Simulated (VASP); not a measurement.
Input of a VASP 6.6.1 run:

File INCAR:

```
  ALGO = Normal
  EDIFF = 1E-6
  ENCUT = 520
  GGA = PS
  ISIF = 2
  ISMEAR = -1
  IVDW = 12
  LASPH = True
  LCHARG = True
  LELF = True
  LREAL = False
  LVHAR = True
  LWAVE = False
  NBANDS = 21
  NELM = 60
  PREC = Accurate
  SIGMA = 0.08
```

The input KPOINTS:

```
k-points
0
Gamma
  14 14 8
```

POSCAR

```
Pb
1.0
    3.4800006906      0.0000000000      0.0000000000
   -1.7400003453      3.0137690032      0.0000000000
    0.0000000000      0.0000000000      5.5900000000
Pb
2
Direct
    0.3333333333      0.6666666667      0.2500000000
    0.6666666667      0.3333333333      0.7500000000
```

Potentials or basis: VASP PAW PBE potentials, release 64 (Pb_d).

Command:

```console
$ cat potpaw_PBE.64/Pb_d/POTCAR > POTCAR
$ mpirun -np 1 vasp_std > vasp.out
```

Question: Predict the pressure.

Answer: -1.7 GPa.

Question: Estimate the dispersion energy per atom.

Answer: -0.457 eV.

Question: What does it give for the band gap on the k mesh?

Answer: Zero (bands 14 and 15 overlap by 7.43 eV).

Stress tensor (GPa, compression positive):
```
-2.30  0.00  0.00
 0.00 -2.30  0.00
 0.00  0.00 -0.47
```

Caveat: the PAW data sets were made with another functional, which shifts forces and pressure a little; spin-orbit coupling is left out, which moves the levels of the heavy elements.
